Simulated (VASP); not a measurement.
# SnO2 in VASP: a series of runs

The runs below take SnO2 through single point, with PBE.

All numbers are computed with VASP 6.6.1; they aren't measurements. Logs are shortened: lines on timing, memory, paths and dates and some standing lists are left out, and cuts for length are marked.

### Step 1. The cell of the first run

The typed cell holds 6 atoms: a = 4.777 Å, b = 4.777 Å, c = 3.306 Å, α = 90.00°, β = 90.00°, γ = 90.00°.

### Step 2. Single point, PBE

INCAR reads:

```
ALGO     = Normal         # electronic algorithm
EDIFF    = 1E-7           # SCF threshold, eV
ENCUT    = 520            # plane-wave cutoff, eV
GGA      = PE             # functional
ISIF     = 2              # what is computed and relaxed
ISMEAR   = 0              # smearing method
LASPH    = T              # aspherical terms in the spheres
LCHARG   = T              # write CHGCAR
LELF     = T              # ELF
LREAL    = F              # projectors in reciprocal space
LVHAR    = T            
LWAVE    = F              # write WAVECAR
NBANDS   = 35             # bands
NELM     = 60             # most SCF steps
PREC     = Accurate       # precision mode
SIGMA    = 0.05           # smearing width, eV
```

KPOINTS reads:

```
k-points
0
Gamma
  6 6 8
```

POSCAR reads:

```
SnO2
1.0
    4.7774634334      0.0000000000      0.0000000000
    0.0000000000      4.7774769549      0.0000000000
    0.0000000000      0.0000000000      3.3064824423
Sn O
2 4
Direct
    0.5000000000      0.5000000000      0.5000000000
    0.0000000000      0.0000000000      0.0000000000
    0.3212190046      0.3212768970      0.0000000000
    0.8212190046      0.1787231030      0.5000000000
    0.1787809954      0.8212768970      0.5000000000
    0.6787809954      0.6787231030      0.0000000000
```

Potentials or basis: VASP PAW PBE potentials, release 64 (Sn_d, O).

Started as:

```console
$ cat potpaw_PBE.64/Sn_d/POTCAR potpaw_PBE.64/O/POTCAR > POTCAR
$ mpirun -np 1 vasp_std > vasp.out
```

OUTCAR:

```text
EDIFF = 1E-7
   ENCUT = 520
   GGA = PE
   ISIF = 2
   ISMEAR = 0
   LASPH = T
   LREAL = F
   NELM = 60
   PREC = Accurate

 ion  position               nearest neighbor table
   1  0.500  0.500  0.500-   3 2.05   6 2.05   3 2.05   6 2.05   5 2.17   4 2.17
   2  0.000  0.000  0.000-   4 2.05   5 2.05   4 2.05   5 2.05   3 2.17   6 2.17
   3  0.321  0.321  0.000-   1 2.05   1 2.05   2 2.17
   4  0.821  0.179  0.500-   2 2.05   2 2.05   1 2.17
   5  0.179  0.821  0.500-   2 2.05   2 2.05   1 2.17
   6  0.679  0.679  0.000-   1 2.05   1 2.05   2 2.17

  LATTYP: Found a simple tetragonal cell.
 ALAT       =     4.7774634334
 C/A-ratio  =     0.6921000000

  Lattice vectors:

 A1 = (   4.7774634334,   0.0000000000,   0.0000000000)
 A2 = (   0.0000000000,   4.7774769549,   0.0000000000)
 A3 = (   0.0000000000,   0.0000000000,   3.3064824423)

Analysis of symmetry for initial positions (statically):
=====================================================================
 Subroutine PRICEL returns:
 Original cell was already a primitive cell.

 Routine SETGRP: Setting up the symmetry group for a
 simple tetragonal supercell.

 Subroutine GETGRP returns: Found  8 space group operations
 (whereof  4 operations were pure point group operations)
 out of a pool of 16 trial point group operations.

The static configuration has the point symmetry C_2h.
 The point group associated with its full space group is D_2h.

Analysis of symmetry for dynamics (positions and initial velocities):
=====================================================================
 Subroutine PRICEL returns:
 Original cell was already a primitive cell.

 Routine SETGRP: Setting up the symmetry group for a
 simple tetragonal supercell.

 Subroutine GETGRP returns: Found  8 space group operations
 (whereof  4 operations were pure point group operations)
 out of a pool of 16 trial point group operations.

The dynamic configuration has the point symmetry C_2h.
 The point group associated with its full space group is D_2h.

 Subroutine INISYM returns: Found  8 space group operations
 (whereof  4 operations are pure point group operations),
 and found     1 'primitive' translations

----------------------------------------------------------------------------------------

                                     Primitive cell

  volume of cell :      75.4679

  direct lattice vectors                    reciprocal lattice vectors
     4.777463433  0.000000000  0.000000000     0.209316097  0.000000000  0.000000000
     0.000000000  4.777476955  0.000000000     0.000000000  0.209315505  0.000000000
     0.000000000  0.000000000  3.306482442     0.000000000  0.000000000  0.302436204

  length of vectors
     4.777463433  4.777476955  3.306482442     0.209316097  0.209315505  0.302436204

  position of ions in fractional coordinates (direct lattice)
     0.500000000  0.500000000  0.500000000
     0.000000000  0.000000000  0.000000000
     0.321219005  0.321276897  0.000000000
     0.821219005  0.178723103  0.500000000
     0.178780995  0.821276897  0.500000000
     0.678780995  0.678723103  0.000000000

  ion indices of the primitive-cell ions
   primitive index   ion index
                 1           1
                 2           2
                 3           3
                 4           4
                 5           5
                 6           6

----------------------------------------------------------------------------------------

 KPOINTS: k-points

Automatic generation of k-mesh.
 Grid dimensions read from file:
 generate k-points for:    6    6    8

 Generating k-lattice:

  Cartesian coordinates                     Fractional coordinates (reciprocal lattice)
     0.034886016  0.000000000  0.000000000     0.166666667  0.000000000  0.000000000
     0.000000000  0.034885917  0.000000000     0.000000000  0.166666667  0.000000000
     0.000000000  0.000000000  0.037804526     0.000000000  0.000000000  0.125000000

  Length of vectors
     0.034886016  0.034885917  0.037804526

  Shift w.r.t. Gamma in fractional coordinates (k-lattice)
     0.000000000  0.000000000  0.000000000

 Subroutine IBZKPT returns following result:
 ===========================================

 Found     80 irreducible k-points:

 Following reciprocal coordinates:
            Coordinates               Weight
  0.000000  0.000000  0.000000      1.000000
  0.166667  0.000000  0.000000      2.000000
  0.000000  0.166667  0.000000      2.000000
  0.333333  0.000000  0.000000      2.000000
  0.000000  0.333333  0.000000      2.000000
  0.500000  0.000000  0.000000      1.000000
[... 16 lines left out ...]
  0.000000  0.500000  0.125000      2.000000
  0.166667  0.166667  0.125000      8.000000
 [... further k-points ...]
   k-points           NKPTS =     80   k-points in BZ     NKDIM =     80   number of bands    NBANDS=     35
   number of dos      NEDOS =    301   number of ions     NIONS =      6
   total plane-waves  NPLWV =  36288
   dimension x,y,z NGX =    36 NGY =   36 NGZ =   28
   dimension x,y,z NGXF=    72 NGYF=   72 NGZF=   56
   ions per type =               2   4
   NGX,Y,Z   is equivalent  to a cutoff of  12.53, 12.53, 14.08 a.u.
   NGXF,Y,Z  is equivalent  to a cutoff of  25.05, 25.05, 28.16 a.u.
 SYSTEM =  unknown system
   PREC   = accura    normal or accurate (medium, high low for compatibility)
   ISTART =      0    job   : 0-new  1-cont  2-samecut
   ICHARG =      2    charge: 1-file 2-atom 10-const
   ISPIN  =      1    spin polarized calculation?
   LNONCOLLINEAR =      F non collinear calculations
   LSORBIT =      F    spin-orbit coupling
   LASPH  =      T    aspherical Exc in radial PAW
   ENCUT  =  520.0 eV  38.22 Ry    6.18 a.u.   8.88  8.88  6.15*2*pi/ulx,y,z
   NELM   =     60;   NELMIN=  2; NELMDL= -5     # of ELM steps
   EDIFF  = 0.1E-06   stopping-criterion for ELM
   LREAL  =      F    real-space projection
   EDIFFG = 0.1E-05   stopping-criterion for IOM
   NSW    =      0    number of steps for IOM
   IBRION =     -1    ionic relax: 0-MD 1-quasi-New 2-CG
   NFREE  =      0    steps in history (QN), initial steepest desc. (CG)
   ISIF   =      2    stress and relaxation
   ISYM   =      2    0-nonsym 1-usesym 2-fastsym
   POTIM  = 0.5000    time-step for ionic-motion
   TEBEG  =    0.0;   TEEND  =   0.0 temperature during run
   PSTRESS=    0.0 pullay stress
   NELECT =      52.0000    total number of electrons
   NUPDOWN=      -1.0000    fix difference up-down
   EMIN   =  10.00;   EMAX   =-10.00  energy-range for DOS
   EFERMI =   0.00;   METHOD = LEGACY
   ISMEAR =     0;   SIGMA  =   0.05  broadening in eV -4-tet -1-fermi 0-gaus
   EFERMI_NEDOS =   21; number of points for ismear=-14 and -15
   IALGO  =     38    algorithm
   IMIX   =      4    mixing-type and parameters
     AMIX     =   0.40;   BMIX     =  1.00
     AMIX_MAG =   1.60;   BMIX_MAG =  1.00
  volume/ion in A,a.u.               =      12.58        84.88
  Fermi-wavevector in a.u.,A,eV,Ry     =   1.445956  2.732461 28.446926  2.090790
  Thomas-Fermi vector in A             =   2.564080
   LORBIT       =      0    0 simple, 1 ext, 2 COOP (PROOUT), +10 PAW based schemes
   GGA     = PE    functional components
   LHFCALC =     F    Hartree Fock is set to
   AEXX    =    0.0000 exact exchange contribution
   IVDW    =     0    specifies the selected vdW correction
   LEPSILON=     F    determine dielectric tensor
   LRPA    =     F    only Hartree local field effects (RPA)
 non-spin polarized calculation
 Gauss-broadening in eV      SIGMA  =   0.05
  energy-cutoff  :      520.00
  volume of cell :       75.47
 maximum number of plane-waves:      2064
   NGX = 17   NGY = 17   NGZ = 13

 number of electron      52.0000005 magnetization

 Free energy of the ion-electron system (eV)
  ---------------------------------------------------
  ext. energy  EPLUGINS =         0.00000000
  ---------------------------------------------------
  free energy    TOTEN  =       -36.87346138 eV

  energy without entropy =      -36.87346138  energy(sigma->0) =      -36.87346138

 E-fermi :   5.7369     XC(G=0): -10.9651

 val. band max:        5.5192342025   @ k =   0.0000   0.0000   0.0000
 cond. band min:       6.2739264305   @ k =   0.0000   0.0000   0.0000
 fundamental gap:      0.7546922280
 Fermi energy:         5.7368817446

 k-point     1 :       0.0000    0.0000    0.0000
  band No.  band energies     occupation
      1     -15.4786      2.00000
      2     -14.9384      2.00000
      3     -14.5942      2.00000
      4     -14.5942      2.00000
      5     -14.5869      2.00000
      6     -14.5044      2.00000
[... 27 lines left out ...]
     34      16.5839      0.00000
     35      17.3739      0.00000

 k-point     2 :       0.1667    0.0000    0.0000
  band No.  band energies     occupation
      1     -15.4447      2.00000
      2     -14.9681      2.00000
      3     -14.5931      2.00000
      4     -14.5931      2.00000
      5     -14.5869      2.00000
      6     -14.5074      2.00000
[... 27 lines left out ...]
     34      17.1210      0.00000
     35      17.3672      0.00000

 k-point     3 :       0.0000    0.1667    0.0000
  band No.  band energies     occupation
      1     -15.4447      2.00000
      2     -14.9681      2.00000
      3     -14.5931      2.00000
      4     -14.5931      2.00000
      5     -14.5869      2.00000
      6     -14.5074      2.00000
[... 27 lines left out ...]
     34      17.1206      0.00000
     35      17.3671      0.00000

 k-point     4 :       0.3333    0.0000    0.0000
  band No.  band energies     occupation
      1     -15.3484      2.00000
      2     -15.0645      2.00000
      3     -14.5909      2.00000
      4     -14.5908      2.00000
      5     -14.5856      2.00000
      6     -14.5538      2.00000
[... 27 lines left out ...]
     34      17.4678      0.00000
     35      17.8151      0.00000

 k-point     5 :       0.0000    0.3333    0.0000
  band No.  band energies     occupation
      1     -15.3484      2.00000
      2     -15.0645      2.00000
      3     -14.5909      2.00000
      4     -14.5908      2.00000
      5     -14.5856      2.00000
      6     -14.5538      2.00000
[... 638 lines left out ...]
 k-point    22 :       0.5000    0.0000    0.1250
  band No.  band energies     occupation
      1     -15.1418      2.00000
      2     -15.1418      2.00000
      3     -14.7312      2.00000
      4     -14.7312      2.00000
      5     -14.5329      2.00000
      6     -14.5329      2.00000
[... 27 lines left out ...]
     34      17.7649      0.00000
     35      17.9625      0.00000

 k-point    23 :       0.0000    0.5000    0.1250
  band No.  band energies     occupation
      1     -15.1418      2.00000
      2     -15.1418      2.00000
      3     -14.7312      2.00000
      4     -14.7312      2.00000
      5     -14.5329      2.00000
      6     -14.5329      2.00000
[... 27 lines left out ...]
     34      17.7616      0.00000
     35      17.9628      0.00000

 k-point    24 :       0.1667    0.1667    0.1250
  band No.  band energies     occupation
      1     -15.3418      2.00000
      2     -14.9173      2.00000
      3     -14.7309      2.00000
      4     -14.7228      2.00000
      5     -14.5589      2.00000
      6     -14.5040      2.00000
[... 27 lines left out ...]
     34      17.3528      0.00000
     35      17.8913      0.00000

 [... further k-points ...]

------------------------ aborting loop because EDIFF is reached ----------------------------------------

  FORCE on cell =-STRESS in cart. coord.  units (eV):
  Direction    XX          YY          ZZ          XY          YZ          ZX
  --------------------------------------------------------------------------------------
  -------------------------------------------------------------------------------------
  Total        2.1758418      2.1731250      0.9670507     -0.0000000      0.0000000      0.0000000
  in kB       46.1929513     46.1352734     20.5304095     -0.0000000      0.0000000      0.0000000
  external PRESSURE =      37.6195447 kB  Pullay stress =       0.0000000 kB

 VOLUME and BASIS-vectors are now :
 -----------------------------------------------------------------------------
  energy-cutoff  :      520.00
  volume of cell :       75.47
      direct lattice vectors                 reciprocal lattice vectors
     4.777463433  0.000000000  0.000000000     0.209316097  0.000000000  0.000000000
     0.000000000  4.777476955  0.000000000     0.000000000  0.209315505  0.000000000
     0.000000000  0.000000000  3.306482442     0.000000000  0.000000000  0.302436204

 POSITION                                       TOTAL-FORCE (eV/Angst)
 -----------------------------------------------------------------------------------
      2.38873      2.38874      1.65324         0.000000     -0.000000      0.000000
      0.00000      0.00000      0.00000         0.000000     -0.000000      0.000000
      1.53461      1.53489      0.00000        -1.552688     -1.552641      0.000000
      3.92334      0.85385      1.65324        -1.552688      1.552641      0.000000
      0.85412      3.92363      1.65324         1.552688     -1.552641      0.000000
      3.24285      3.24258      0.00000         1.552688      1.552641      0.000000
 -----------------------------------------------------------------------------------
    total drift:                                0.000000      0.000000      0.000000

  FREE ENERGIE OF THE ION-ELECTRON SYSTEM (eV)
  ---------------------------------------------------
  free  energy   TOTEN  =       -36.8734613776 eV

  energy  without entropy=      -36.8734613776  energy(sigma->0) =      -36.87346138
```

It took 84 s on 1 thread of Intel Xeon 6975P-C (Granite Rapids), shared host; peak memory 0.28 GiB.

What came out:

```yaml
Free_energy: -36.8735 eV
Pressure: 3.8 GPa
Largest_force: 2.196 eV/Å
Band_gap_on_the_k_mesh: 0.75 eV
```

Forces in eV/Å, atoms in the order of the input:
```
Sn   0.000  0.000  0.000
Sn   0.000  0.000  0.000
O   -1.553 -1.553  0.000
O   -1.553  1.553  0.000
O    1.553 -1.553  0.000
O    1.553  1.553  0.000
```

Caveat: the cell stands under pressure; semilocal functionals underestimate gaps, and a narrow one can read as zero; spin-orbit coupling is left out, which moves the levels of the heavy elements; forces of over 1 eV/Å act on the atoms, so gaps and moduli don't describe the material at rest.

(Part 1 of 2 ends here.)
